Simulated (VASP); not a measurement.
# SrO (I4/mmm) in VASP: a series of runs

Runs on SrO. Level: PBE. Tasks: single point.

All numbers are computed with VASP 6.6.1; they aren't measurements. Logs are shortened: lines on timing, memory, paths and dates and some standing lists are left out, and cuts for length are marked.

### Step 1. The cell of the first run

Symmetry: I4/mmm, No. 139, tetragonal system. Conventional cell: a = 3.634 Å, b = 3.634 Å, c = 5.011 Å, α = 90.00°, β = 90.00°, γ = 90.00°. Sr (site symmetry 4/mmm) has 6 O at 2.51 to 2.57 Å within 3.3 Å. O (site symmetry 4/mmm) has 6 Sr at 2.51 to 2.57 Å within 3.3 Å.

### Step 2. Single point, PBE (strain +0.000 along x and y, -0.025 along z)

INCAR

```
ALGO = Normal ; EDIFF = 1E-6
ENCUT = 520 ; GGA = PE
ISIF = 2 ; ISMEAR = 0
LASPH = True ; LCHARG = True
LELF = True ; LREAL = False
LVHAR = True ; LWAVE = False
NBANDS = 15 ; NELM = 80
PREC = Accurate ; SIGMA = 0.05
```

KPOINTS

```
k-points
0
Gamma
  8 8 8
```

POSCAR

```
SrO
1.0
    0.0000000000      2.5698000000      2.5055550000
    2.5698000000      0.0000000000      2.5055550000
    2.5698000000      2.5698000000      0.0000000000
Sr O
1 1
Direct
    0.0000000000      0.0000000000      0.0000000000
    0.5000000000      0.5000000000      0.5000000000
```

Potentials or basis: VASP PAW PBE potentials, release 64 (Sr_sv, O).

Run with:

```sh
$ cat potpaw_PBE.64/Sr_sv/POTCAR potpaw_PBE.64/O/POTCAR > POTCAR
$ mpirun -np 1 vasp_std > vasp.out
```

OUTCAR:

```text
EDIFF = 1E-6
   ENCUT = 520
   GGA = PE
   ISIF = 2
   ISMEAR = 0
   LASPH = True
   LREAL = False
   NELM = 80
   PREC = Accurate

 ion  position               nearest neighbor table
   1  0.000  0.000  0.000-   2 2.51   2 2.51   2 2.57   2 2.57   2 2.57   2 2.57
   2  0.500  0.500  0.500-   1 2.51   1 2.51   1 2.57   1 2.57   1 2.57   1 2.57

  LATTYP: Found a body centered tetragonal cell.
 ALAT       =     3.6342460126
 C/A-ratio  =     1.3788582233

  Lattice vectors:

 A1 = (   0.0000000000,  -2.5698000000,  -2.5055550000)
 A2 = (   0.0000000000,   2.5698000000,  -2.5055550000)
 A3 = (   2.5698000000,   0.0000000000,   2.5055550000)

Analysis of symmetry for initial positions (statically):
=====================================================================
 Subroutine PRICEL returns:
 Original cell was already a primitive cell.

 Routine SETGRP: Setting up the symmetry group for a
 body centered tetragonal supercell.

 Subroutine GETGRP returns: Found 16 space group operations
 (whereof 16 operations were pure point group operations)
 out of a pool of 16 trial point group operations.

The static configuration has the point symmetry D_4h.

Analysis of symmetry for dynamics (positions and initial velocities):
=====================================================================
 Subroutine PRICEL returns:
 Original cell was already a primitive cell.

 Routine SETGRP: Setting up the symmetry group for a
 body centered tetragonal supercell.

 Subroutine GETGRP returns: Found 16 space group operations
 (whereof 16 operations were pure point group operations)
 out of a pool of 16 trial point group operations.

The dynamic configuration has the point symmetry D_4h.

 Subroutine INISYM returns: Found 16 space group operations
 (whereof 16 operations are pure point group operations),
 and found     1 'primitive' translations

----------------------------------------------------------------------------------------

                                     Primitive cell

  volume of cell :      33.0927

  direct lattice vectors                    reciprocal lattice vectors
     0.000000000  2.569800000  2.505555000    -0.194567671  0.194567671  0.199556585
     2.569800000  0.000000000  2.505555000     0.194567671 -0.194567671  0.199556585
     2.569800000  2.569800000  0.000000000     0.194567671  0.194567671 -0.199556585

  length of vectors
     3.589105445  3.589105445  3.634246013     0.339905851  0.339905851  0.339905851

  position of ions in fractional coordinates (direct lattice)
     0.000000000  0.000000000  0.000000000
     0.500000000  0.500000000  0.500000000

  ion indices of the primitive-cell ions
   primitive index   ion index
                 1           1
                 2           2

----------------------------------------------------------------------------------------

 KPOINTS: k-points

Automatic generation of k-mesh.
 Grid dimensions read from file:
 generate k-points for:    8    8    8

 Generating k-lattice:

  Cartesian coordinates                     Fractional coordinates (reciprocal lattice)
    -0.024320959  0.024320959  0.024944573     0.125000000  0.000000000  0.000000000
     0.024320959 -0.024320959  0.024944573     0.000000000  0.125000000  0.000000000
     0.024320959  0.024320959 -0.024944573    -0.000000000 -0.000000000  0.125000000

  Length of vectors
     0.042488231  0.042488231  0.042488231

  Shift w.r.t. Gamma in fractional coordinates (k-lattice)
     0.000000000  0.000000000  0.000000000

 Subroutine IBZKPT returns following result:
 ===========================================

 Found     59 irreducible k-points:

 Following reciprocal coordinates:
            Coordinates               Weight
  0.000000  0.000000  0.000000      1.000000
  0.125000  0.000000  0.000000      8.000000
  0.250000  0.000000  0.000000      8.000000
  0.375000  0.000000  0.000000      8.000000
  0.500000  0.000000  0.000000      4.000000
  0.125000  0.125000  0.000000      2.000000
[... 16 lines left out ...]
  0.250000  0.000000  0.125000     16.000000
  0.375000  0.000000  0.125000     16.000000
 [... further k-points ...]
   k-points           NKPTS =     59   k-points in BZ     NKDIM =     59   number of bands    NBANDS=     15
   number of dos      NEDOS =    301   number of ions     NIONS =      2
   total plane-waves  NPLWV =  21952
   dimension x,y,z NGX =    28 NGY =   28 NGZ =   28
   dimension x,y,z NGXF=    56 NGYF=   56 NGZF=   56
   ions per type =               1   1
   NGX,Y,Z   is equivalent  to a cutoff of  12.97, 12.97, 12.81 a.u.
   NGXF,Y,Z  is equivalent  to a cutoff of  25.94, 25.94, 25.62 a.u.
 SYSTEM =  unknown system
   PREC   = accura    normal or accurate (medium, high low for compatibility)
   ISTART =      0    job   : 0-new  1-cont  2-samecut
   ICHARG =      2    charge: 1-file 2-atom 10-const
   ISPIN  =      1    spin polarized calculation?
   LNONCOLLINEAR =      F non collinear calculations
   LSORBIT =      F    spin-orbit coupling
   LASPH  =      T    aspherical Exc in radial PAW
   ENCUT  =  520.0 eV  38.22 Ry    6.18 a.u.   6.67  6.67  6.76*2*pi/ulx,y,z
   NELM   =     80;   NELMIN=  2; NELMDL= -5     # of ELM steps
   EDIFF  = 0.1E-05   stopping-criterion for ELM
   LREAL  =      F    real-space projection
   EDIFFG = 0.1E-04   stopping-criterion for IOM
   NSW    =      0    number of steps for IOM
   IBRION =     -1    ionic relax: 0-MD 1-quasi-New 2-CG
   NFREE  =      0    steps in history (QN), initial steepest desc. (CG)
   ISIF   =      2    stress and relaxation
   ISYM   =      2    0-nonsym 1-usesym 2-fastsym
   POTIM  = 0.5000    time-step for ionic-motion
   TEBEG  =    0.0;   TEEND  =   0.0 temperature during run
   PSTRESS=    0.0 pullay stress
   NELECT =      16.0000    total number of electrons
   NUPDOWN=      -1.0000    fix difference up-down
   EMIN   =  10.00;   EMAX   =-10.00  energy-range for DOS
   EFERMI =   0.00;   METHOD = LEGACY
   ISMEAR =     0;   SIGMA  =   0.05  broadening in eV -4-tet -1-fermi 0-gaus
   EFERMI_NEDOS =   21; number of points for ismear=-14 and -15
   IALGO  =     38    algorithm
   IMIX   =      4    mixing-type and parameters
     AMIX     =   0.40;   BMIX     =  1.00
     AMIX_MAG =   1.60;   BMIX_MAG =  1.00
  volume/ion in A,a.u.               =      16.55       111.66
  Fermi-wavevector in a.u.,A,eV,Ry     =   1.284904  2.428116 22.462918  1.650978
  Thomas-Fermi vector in A             =   2.417070
   LORBIT       =      0    0 simple, 1 ext, 2 COOP (PROOUT), +10 PAW based schemes
   GGA     = PE    functional components
   LHFCALC =     F    Hartree Fock is set to
   AEXX    =    0.0000 exact exchange contribution
   IVDW    =     0    specifies the selected vdW correction
   LEPSILON=     F    determine dielectric tensor
   LRPA    =     F    only Hartree local field effects (RPA)
 non-spin polarized calculation
 Gauss-broadening in eV      SIGMA  =   0.05
  energy-cutoff  :      520.00
  volume of cell :       33.09
 maximum number of plane-waves:       910
   NGX = 13   NGY = 13   NGZ = 13

 number of electron      15.9999995 magnetization

 Free energy of the ion-electron system (eV)
  ---------------------------------------------------
  ext. energy  EPLUGINS =         0.00000000
  ---------------------------------------------------
  free energy    TOTEN  =       -12.00671894 eV

  energy without entropy =      -12.00671894  energy(sigma->0) =      -12.00671894

 E-fermi :   2.1430     XC(G=0): -10.1523

 val. band max:        1.8628431236   @ k =   0.0000   0.0000   0.0000
 cond. band min:       4.9772427646   @ k =   0.5000   0.5000   0.0000
 fundamental gap:      3.1143996410
 Fermi energy:         2.1429561346

 k-point     1 :       0.0000    0.0000    0.0000
  band No.  band energies     occupation
      1     -30.5028      2.00000
      2     -13.3338      2.00000
      3     -12.1163      2.00000
      4     -12.1163      2.00000
      5     -12.1037      2.00000
      6       1.7583      2.00000
      7       1.7583      2.00000
      8       1.8628      2.00000
      9       5.9523      0.00000
     10       8.0001      0.00000
     11       8.0001      0.00000
     12       8.1945      0.00000
     13      10.1152      0.00000
     14      10.4905      0.00000
     15      14.6408      0.00000

 k-point     2 :       0.1250    0.0000    0.0000
  band No.  band energies     occupation
      1     -30.4804      2.00000
      2     -13.7029      2.00000
      3     -12.1328      2.00000
      4     -12.1189      2.00000
      5     -11.7950      2.00000
      6       1.3284      2.00000
      7       1.5565      2.00000
      8       1.6197      2.00000
      9       6.6564      0.00000
     10       7.9081      0.00000
     11       8.3246      0.00000
     12       8.4427      0.00000
     13      10.5352      0.00000
     14      10.9249      0.00000
     15      15.6647      0.00000

 k-point     3 :       0.2500    0.0000    0.0000
  band No.  band energies     occupation
      1     -30.4256      2.00000
      2     -14.2966      2.00000
      3     -12.1719      2.00000
      4     -12.1424      2.00000
      5     -11.3299      2.00000
      6       0.4890      2.00000
      7       1.1224      2.00000
      8       1.1536      2.00000
      9       7.8663      0.00000
     10       8.2104      0.00000
     11       9.2031      0.00000
     12       9.2698      0.00000
     13      11.5887      0.00000
     14      11.9980      0.00000
     15      17.7209      0.00000

 k-point     4 :       0.3750    0.0000    0.0000
  band No.  band energies     occupation
      1     -30.3699      2.00000
      2     -14.7450      2.00000
      3     -12.2104      2.00000
      4     -12.1654      2.00000
      5     -11.0102      2.00000
      6      -0.1813      2.00000
      7       0.7441      2.00000
      8       0.7501      2.00000
      9       8.2093      0.00000
     10       9.7544      0.00000
     11      10.2671      0.00000
     12      10.3060      0.00000
     13      12.9181      0.00000
     14      13.2827      0.00000
     15      17.6313      0.00000
[... 307 lines left out ...]
 k-point    22 :       0.1250    0.0000    0.1250
  band No.  band energies     occupation
      1     -30.4739      2.00000
      2     -13.7092      2.00000
      3     -12.1695      2.00000
      4     -12.1655      2.00000
      5     -11.7639      2.00000
      6       0.9994      2.00000
      7       1.6917      2.00000
      8       1.8012      2.00000
      9       6.7521      0.00000
     10       7.3286      0.00000
     11       8.6697      0.00000
     12       8.8425      0.00000
     13      10.5773      0.00000
     14      11.0383      0.00000
     15      15.9330      0.00000

 k-point    23 :       0.2500    0.0000    0.1250
  band No.  band energies     occupation
      1     -30.4308      2.00000
      2     -14.0978      2.00000
      3     -12.2200      2.00000
      4     -12.2009      2.00000
      5     -11.5069      2.00000
      6       0.5059      2.00000
      7       1.3990      2.00000
      8       1.5372      2.00000
      9       7.0776      0.00000
     10       7.7911      0.00000
     11       9.4342      0.00000
     12       9.6156      0.00000
     13      11.2203      0.00000
     14      11.8828      0.00000
     15      17.6761      0.00000

 k-point    24 :       0.3750    0.0000    0.1250
  band No.  band energies     occupation
      1     -30.3756      2.00000
      2     -14.5258      2.00000
      3     -12.2662      2.00000
      4     -12.2396      2.00000
      5     -11.2452      2.00000
      6       0.1206      2.00000
      7       0.9091      2.00000
      8       1.1056      2.00000
      9       7.4871      0.00000
     10       9.0561      0.00000
     11      10.3972      0.00000
     12      10.5833      0.00000
     13      12.4895      0.00000
     14      12.8854      0.00000
     15      17.7871      0.00000

 [... further k-points ...]
[... 5 lines left out ...]
  --------------------------------------------------------------------------------------
  -------------------------------------------------------------------------------------
  Total        1.0107153      1.0107153      1.9113213      0.0000000      0.0000000      0.0000000
  in kB       48.9335607     48.9335607     92.5362081      0.0000000      0.0000000      0.0000000
  external PRESSURE =      63.4677765 kB  Pullay stress =       0.0000000 kB

 VOLUME and BASIS-vectors are now :
 -----------------------------------------------------------------------------
  energy-cutoff  :      520.00
  volume of cell :       33.09
      direct lattice vectors                 reciprocal lattice vectors
     0.000000000  2.569800000  2.505555000    -0.194567671  0.194567671  0.199556585
     2.569800000  0.000000000  2.505555000     0.194567671 -0.194567671  0.199556585
     2.569800000  2.569800000  0.000000000     0.194567671  0.194567671 -0.199556585

 POSITION                                       TOTAL-FORCE (eV/Angst)
 -----------------------------------------------------------------------------------
      0.00000      0.00000      0.00000        -0.000000      0.000000      0.000000
      2.56980      2.56980      2.50556         0.000000     -0.000000     -0.000000
 -----------------------------------------------------------------------------------
    total drift:                                0.000000      0.000000      0.000000

  FREE ENERGIE OF THE ION-ELECTRON SYSTEM (eV)
  ---------------------------------------------------
  free  energy   TOTEN  =       -12.0067189408 eV

  energy  without entropy=      -12.0067189408  energy(sigma->0) =      -12.00671894
```

Wall time 30 s (1 thread of Intel Xeon 6975P-C, shared host); peak memory 0.18 GiB.

What came out:

```yaml
Free_energy: -12.0067 eV
Pressure: 6.3 GPa
Band_gap_on_the_k_mesh: 3.11 eV, indirect (least direct gap 3.27 eV)
```

Stress tensor (GPa, compression positive):
```
4.89 0.00 0.00
0.00 4.89 0.00
0.00 0.00 9.25
```

Caveat: the cell differs from its parent crystal (strain +0.000 along x and y, -0.025 along z).

### Step 3. Single point, PBE (strain -0.025 along x and y, +0.025 along z)

INCAR

```
ALGO = Normal
EDIFF = 1E-6
ENCUT = 520
GGA = PE
ISIF = 2
ISMEAR = 0
LASPH = T
LCHARG = F
LREAL = F
LWAVE = F
NBANDS = 15
NELM = 60
PREC = Accurate
SIGMA = 0.05
```

KPOINTS is that of step 2.

POSCAR

```
SrO
1.0
    0.0000000000      2.5055550000      2.6340450000
    2.5055550000      0.0000000000      2.6340450000
    2.5055550000      2.5055550000      0.0000000000
Sr O
1 1
Direct
    0.0000000000      0.0000000000      0.0000000000
    0.5000000000      0.5000000000      0.5000000000
```

Potentials or basis: VASP PAW PBE potentials, release 64 (Sr_sv, O).

Run with:

```sh
$ cat potpaw_PBE.64/Sr_sv/POTCAR potpaw_PBE.64/O/POTCAR > POTCAR
$ mpirun -np 1 vasp_std > vasp.out
```

It took 52 s on 1 thread of AMD EPYC 9R45, shared host; peak memory 0.15 GiB.

Results (log left out):

```yaml
Free_energy: -11.9862 eV
Pressure: 6.8 GPa
Band_gap_on_the_k_mesh: 3.14 eV, indirect (least direct gap 3.18 eV)
```

Stress tensor (GPa, compression positive):
```
9.41 0.00 0.00
0.00 9.41 0.00
0.00 0.00 1.69
```

Levels at points of the mesh, in eV from the valence-band top:
| k point | band 5 | band 6 | band 7 | band 8 | band 9 | band 10 | band 11 | band 12 |
| --- | --- | --- | --- | --- | --- | --- | --- | --- |
| (0.00, 0.00, 0.00) | -13.95 | -0.18 | 0.00 | 0.00 | 4.05 | 5.96 | 6.35 | 6.35 |
| (0.50, 0.00, 0.00) | -12.72 | -2.29 | -1.27 | -1.27 | 6.60 | 8.59 | 8.93 | 9.00 |
| (0.50, 0.50, 0.00) | -14.29 | -0.65 | -0.06 | -0.06 | 3.31 | 7.97 | 10.34 | 10.42 |
| (0.50, 0.00, 0.50) | -14.35 | -0.33 | -0.27 | -0.04 | 3.14 | 7.92 | 10.33 | 10.61 |

Caveat: the cell differs from its parent crystal (strain -0.025 along x and y, +0.025 along z). A k mesh can miss the band edges.
